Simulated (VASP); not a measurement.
# Lu2SiBr2 (P4mm) in VASP: single point with PBE

Aim: the single point of Lu2SiBr2 with PBE.

Everything below comes from runs of VASP 6.6.1. Logs are shortened: lines on timing, memory, paths and dates and some standing lists are left out, and cuts for length are marked.

**1. The cell of the first run**

The structure is tetragonal, space group P4mm (No. 99). Conventional cell: a = 5.238 Å, b = 5.238 Å, c = 7.860 Å, α = 90.00°, β = 90.00°, γ = 90.00°. Lu (site symmetry 2mm) has 2 Si at 2.62 Å and 4 Br at 3.11 Å within 3.5 Å. Si (site symmetry 4mm) has 4 Lu at 2.62 Å within 3.5 Å. Within 4.1 Å of Br (site symmetry 4mm) lie 4 Lu at 3.11 Å and 1 Br at 3.36 Å and 4 Si at 4.08 Å. Br (site symmetry 4mm) has 4 Lu at 3.11 Å and 1 Br at 3.36 Å and 4 Si at 4.06 Å within 4.1 Å.

The cell was generated, and may not be a known phase.

**2. Single point, PBE**

File INCAR:

```
PREC = Accurate
ENCUT = 520
EDIFF = 1E-6
ISMEAR = 0
SIGMA = 0.1
LREAL = False
LASPH = True
NELM = 80
ALGO = Normal
ISIF = 2
LWAVE = False
LCHARG = False
GGA = PE
NBANDS = 42
```

File KPOINTS:

```
regular mesh
0
Gamma
  8 8 6
```

File POSCAR:

```
Lu2SiBr2
1.0
    5.2376633661      0.0000000000      0.0000000000
    0.0000000000      5.2376633661      0.0000000000
    0.0000000000      0.0000000000      7.8599948578
Lu Si Br
2 1 2
Direct
    0.0000000000      0.5000000000      0.8326053190
    0.5000000000      0.0000000000      0.8326053190
    0.0000000000      0.0000000000      0.8292906475
    0.5000000000      0.5000000000      0.0466940292
    0.5000000000      0.5000000000      0.6190247655
```

Potentials or basis: VASP PAW PBE potentials, release 64 (Lu, Si, Br).

Run with:

```console
cat potpaw_PBE.64/Lu/POTCAR potpaw_PBE.64/Si/POTCAR potpaw_PBE.64/Br/POTCAR > POTCAR
mpirun -np 1 vasp_std > vasp.out
```

OUTCAR:

```text
PREC = Accurate
   ENCUT = 520
   EDIFF = 1E-6
   ISMEAR = 0
   LREAL = False
   LASPH = True
   NELM = 80
   ISIF = 2
   GGA = PE

 ion  position               nearest neighbor table
   1  0.000  0.500  0.833-   3 2.62   3 2.62   5 3.11   5 3.11   4 3.11   4 3.11   2 3.70   2 3.70
                             2 3.70   2 3.70
   2  0.500  0.000  0.833-   3 2.62   3 2.62   5 3.11   5 3.11   4 3.11   4 3.11   1 3.70   1 3.70
                             1 3.70   1 3.70
   3  0.000  0.000  0.829-   1 2.62   2 2.62   1 2.62   2 2.62
   4  0.500  0.500  0.047-   1 3.11   2 3.11   2 3.11   1 3.11
   5  0.500  0.500  0.619-   1 3.11   2 3.11   2 3.11   1 3.11

  LATTYP: Found a simple tetragonal cell.
 ALAT       =     5.2376633661
 C/A-ratio  =     1.5006682004

  Lattice vectors:

 A1 = (   5.2376633661,   0.0000000000,   0.0000000000)
 A2 = (   0.0000000000,   5.2376633661,   0.0000000000)
 A3 = (   0.0000000000,   0.0000000000,   7.8599948578)

Analysis of symmetry for initial positions (statically):
=====================================================================
 Subroutine PRICEL returns:
 Original cell was already a primitive cell.

 Routine SETGRP: Setting up the symmetry group for a
 simple tetragonal supercell.

 Subroutine GETGRP returns: Found  8 space group operations
 (whereof  8 operations were pure point group operations)
 out of a pool of 16 trial point group operations.

The static configuration has the point symmetry C_4v.

Analysis of symmetry for dynamics (positions and initial velocities):
=====================================================================
 Subroutine PRICEL returns:
 Original cell was already a primitive cell.

 Routine SETGRP: Setting up the symmetry group for a
 simple tetragonal supercell.

 Subroutine GETGRP returns: Found  8 space group operations
 (whereof  8 operations were pure point group operations)
 out of a pool of 16 trial point group operations.

The dynamic configuration has the point symmetry C_4v.

 Subroutine INISYM returns: Found  8 space group operations
 (whereof  8 operations are pure point group operations),
 and found     1 'primitive' translations

----------------------------------------------------------------------------------------

                                     Primitive cell

  volume of cell :     215.6242

  direct lattice vectors                    reciprocal lattice vectors
     5.237663366  0.000000000  0.000000000     0.190924832  0.000000000  0.000000000
     0.000000000  5.237663366  0.000000000     0.000000000  0.190924832  0.000000000
     0.000000000  0.000000000  7.859994858     0.000000000  0.000000000  0.127226546

  length of vectors
     5.237663366  5.237663366  7.859994858     0.190924832  0.190924832  0.127226546

  position of ions in fractional coordinates (direct lattice)
     0.000000000  0.500000000  0.832605319
     0.500000000  0.000000000  0.832605319
     0.000000000  0.000000000  0.829290648
     0.500000000  0.500000000  0.046694029
     0.500000000  0.500000000  0.619024766

  ion indices of the primitive-cell ions
   primitive index   ion index
                 1           1
                 2           2
                 3           3
                 4           4
                 5           5

----------------------------------------------------------------------------------------

 KPOINTS: regular mesh

Automatic generation of k-mesh.
 Grid dimensions read from file:
 generate k-points for:    8    8    6

 Generating k-lattice:

  Cartesian coordinates                     Fractional coordinates (reciprocal lattice)
     0.023865604  0.000000000  0.000000000     0.125000000  0.000000000  0.000000000
     0.000000000  0.023865604  0.000000000     0.000000000  0.125000000  0.000000000
     0.000000000  0.000000000  0.021204424     0.000000000  0.000000000  0.166666667

  Length of vectors
     0.023865604  0.023865604  0.021204424

  Shift w.r.t. Gamma in fractional coordinates (k-lattice)
     0.000000000  0.000000000  0.000000000

 Subroutine IBZKPT returns following result:
 ===========================================

 Found     60 irreducible k-points:

 Following reciprocal coordinates:
            Coordinates               Weight
  0.000000  0.000000  0.000000      1.000000
  0.125000  0.000000  0.000000      4.000000
  0.250000  0.000000  0.000000      4.000000
  0.375000  0.000000  0.000000      4.000000
  0.500000  0.000000  0.000000      2.000000
  0.125000  0.125000  0.000000      4.000000
[... 16 lines left out ...]
  0.375000  0.125000  0.166667     16.000000
  0.500000  0.125000  0.166667      8.000000
 [... further k-points ...]
   k-points           NKPTS =     60   k-points in BZ     NKDIM =     60   number of bands    NBANDS=     42
   number of dos      NEDOS =    301   number of ions     NIONS =      5
   total plane-waves  NPLWV =  96000
   dimension x,y,z NGX =    40 NGY =   40 NGZ =   60
   dimension x,y,z NGXF=    80 NGYF=   80 NGZF=  120
   ions per type =               2   1   2
   NGX,Y,Z   is equivalent  to a cutoff of  12.70, 12.70, 12.69 a.u.
   NGXF,Y,Z  is equivalent  to a cutoff of  25.39, 25.39, 25.38 a.u.
 SYSTEM =  unknown system
   PREC   = accura    normal or accurate (medium, high low for compatibility)
   ISTART =      0    job   : 0-new  1-cont  2-samecut
   ICHARG =      2    charge: 1-file 2-atom 10-const
   ISPIN  =      1    spin polarized calculation?
   LNONCOLLINEAR =      F non collinear calculations
   LSORBIT =      F    spin-orbit coupling
   LASPH  =      T    aspherical Exc in radial PAW
   ENCUT  =  520.0 eV  38.22 Ry    6.18 a.u.   9.74  9.74 14.61*2*pi/ulx,y,z
   NELM   =     80;   NELMIN=  2; NELMDL= -5     # of ELM steps
   EDIFF  = 0.1E-05   stopping-criterion for ELM
   LREAL  =      F    real-space projection
   EDIFFG = 0.1E-04   stopping-criterion for IOM
   NSW    =      0    number of steps for IOM
   IBRION =     -1    ionic relax: 0-MD 1-quasi-New 2-CG
   NFREE  =      0    steps in history (QN), initial steepest desc. (CG)
   ISIF   =      2    stress and relaxation
   ISYM   =      2    0-nonsym 1-usesym 2-fastsym
   POTIM  = 0.5000    time-step for ionic-motion
   TEBEG  =    0.0;   TEEND  =   0.0 temperature during run
   PSTRESS=    0.0 pullay stress
   NELECT =      68.0000    total number of electrons
   NUPDOWN=      -1.0000    fix difference up-down
   EMIN   =  10.00;   EMAX   =-10.00  energy-range for DOS
   EFERMI =   0.00;   METHOD = LEGACY
   ISMEAR =     0;   SIGMA  =   0.10  broadening in eV -4-tet -1-fermi 0-gaus
   EFERMI_NEDOS =   21; number of points for ismear=-14 and -15
   IALGO  =     38    algorithm
   IMIX   =      4    mixing-type and parameters
     AMIX     =   0.40;   BMIX     =  1.00
     AMIX_MAG =   1.60;   BMIX_MAG =  1.00
  volume/ion in A,a.u.               =      43.12       291.02
  Fermi-wavevector in a.u.,A,eV,Ry     =   1.114325  2.105769 16.894638  1.241721
  Thomas-Fermi vector in A             =   2.250919
   LORBIT       =      0    0 simple, 1 ext, 2 COOP (PROOUT), +10 PAW based schemes
   GGA     = PE    functional components
   LHFCALC =     F    Hartree Fock is set to
   AEXX    =    0.0000 exact exchange contribution
   IVDW    =     0    specifies the selected vdW correction
   LEPSILON=     F    determine dielectric tensor
   LRPA    =     F    only Hartree local field effects (RPA)
 non-spin polarized calculation
 Gauss-broadening in eV      SIGMA  =   0.10
  energy-cutoff  :      520.00
  volume of cell :      215.62
 maximum number of plane-waves:      5830
 NGX is ok and might be reduce to    40
   NGX = 19   NGY = 19   NGZ = 29

 number of electron      67.9999967 magnetization

 Free energy of the ion-electron system (eV)
  ---------------------------------------------------
  ext. energy  EPLUGINS =         0.00000000
  ---------------------------------------------------
  free energy    TOTEN  =       -21.53688408 eV

  energy without entropy =      -21.53369707  energy(sigma->0) =      -21.53529057

 E-fermi :   1.0673     XC(G=0):  -6.9057

 val. band max:        0.4620471659   @ k =   0.1250   0.0000   0.5000
 cond. band min:       1.1094900292   @ k =   0.1250   0.1250   0.0000
 fundamental gap:      0.6474428633
 Fermi energy:         1.0673300905

 k-point     1 :       0.0000    0.0000    0.0000
  band No.  band energies     occupation
      1     -56.3551      2.00000
      2     -56.3477      2.00000
      3     -27.2228      2.00000
      4     -27.1935      2.00000
      5     -27.1007      2.00000
      6     -27.1007      2.00000
[... 34 lines left out ...]
     41       3.4588      0.00000
     42       4.5667      0.00000

 k-point     2 :       0.1250    0.0000    0.0000
  band No.  band energies     occupation
      1     -56.3549      2.00000
      2     -56.3479      2.00000
      3     -27.2216      2.00000
      4     -27.1945      2.00000
      5     -27.1001      2.00000
      6     -27.0991      2.00000
[... 34 lines left out ...]
     41       3.7402      0.00000
     42       4.3477      0.00000

 k-point     3 :       0.2500    0.0000    0.0000
  band No.  band energies     occupation
      1     -56.3540      2.00000
      2     -56.3487      2.00000
      3     -27.2182      2.00000
      4     -27.1975      2.00000
      5     -27.0984      2.00000
      6     -27.0951      2.00000
[... 34 lines left out ...]
     41       3.7966      0.00000
     42       4.1515      0.00000

 k-point     4 :       0.3750    0.0000    0.0000
  band No.  band energies     occupation
      1     -56.3528      2.00000
      2     -56.3499      2.00000
      3     -27.2132      2.00000
      4     -27.2020      2.00000
      5     -27.0967      2.00000
      6     -27.0909      2.00000
[... 844 lines left out ...]
     41       3.6366      0.00000
     42       3.9456      0.00000

 k-point    23 :       0.3750    0.1250    0.1667
  band No.  band energies     occupation
      1     -56.3527      2.00000
      2     -56.3500      2.00000
      3     -27.2127      2.00000
      4     -27.2023      2.00000
      5     -27.1215      2.00000
      6     -27.0663      2.00000
[... 34 lines left out ...]
     41       3.7557      0.00000
     42       3.8810      0.00000

 k-point    24 :       0.5000    0.1250    0.1667
  band No.  band energies     occupation
      1     -56.3514      2.00000
      2     -56.3513      2.00000
      3     -27.2079      2.00000
      4     -27.2069      2.00000
      5     -27.1228      2.00000
      6     -27.0630      2.00000
[... 34 lines left out ...]
     41       3.8860      0.00000
     42       3.9675      0.00000

 [... further k-points ...]
[... 5 lines left out ...]
  --------------------------------------------------------------------------------------
  -------------------------------------------------------------------------------------
  Total        0.1298812      0.1298812     -0.0119659      0.0000000      0.0000000      0.0000000
  in kB        0.9650716      0.9650716     -0.0889118      0.0000000      0.0000000      0.0000000
  external PRESSURE =       0.6137438 kB  Pullay stress =       0.0000000 kB

 VOLUME and BASIS-vectors are now :
 -----------------------------------------------------------------------------
  energy-cutoff  :      520.00
  volume of cell :      215.62
      direct lattice vectors                 reciprocal lattice vectors
     5.237663366  0.000000000  0.000000000     0.190924832  0.000000000  0.000000000
     0.000000000  5.237663366  0.000000000     0.000000000  0.190924832  0.000000000
     0.000000000  0.000000000  7.859994858     0.000000000  0.000000000  0.127226546

 POSITION                                       TOTAL-FORCE (eV/Angst)
 -----------------------------------------------------------------------------------
      0.00000      2.61883      6.54427         0.000000     -0.000000     -0.000711
      2.61883      0.00000      6.54427         0.000000      0.000000     -0.000711
      0.00000      0.00000      6.51822         0.000000      0.000000     -0.000444
      2.61883      2.61883      0.36701         0.000000      0.000000      0.007454
      2.61883      2.61883      4.86553         0.000000     -0.000000     -0.005587
 -----------------------------------------------------------------------------------
    total drift:                               -0.000000      0.000000     -0.000257

  FREE ENERGIE OF THE ION-ELECTRON SYSTEM (eV)
  ---------------------------------------------------
  free  energy   TOTEN  =       -21.5368840822 eV

  energy  without entropy=      -21.5336970665  energy(sigma->0) =      -21.53529057
```

Wall time 25 min (1 thread of Intel Xeon 8259CL, shared host); peak memory 0.64 GiB.

What came out:

| Property | Result |
| --- | --- |
| Free energy | -21.5369 eV |
| Pressure | 0.1 GPa |
| Largest force | 0.007 eV/Å |
| Band gap on the k mesh | zero (bands 34 and 35 overlap by 0.02 eV) |

Forces in eV/Å, atoms in the order of the input:
```
Lu   0.000  0.000 -0.001
Lu   0.000  0.000 -0.001
Si   0.000  0.000  0.000
Br   0.000  0.000  0.007
Br   0.000  0.000 -0.006
```

Caveat: semilocal functionals underestimate gaps, and a narrow one can read as zero; spin-orbit coupling is left out, which moves the levels of the heavy elements; this functional lacks dispersion, which binds layers or chains, so the pressure and a relaxed spacing across them are unreliable.

The gap in the log of VASP goes by the Fermi energy; the results here count the filled bands.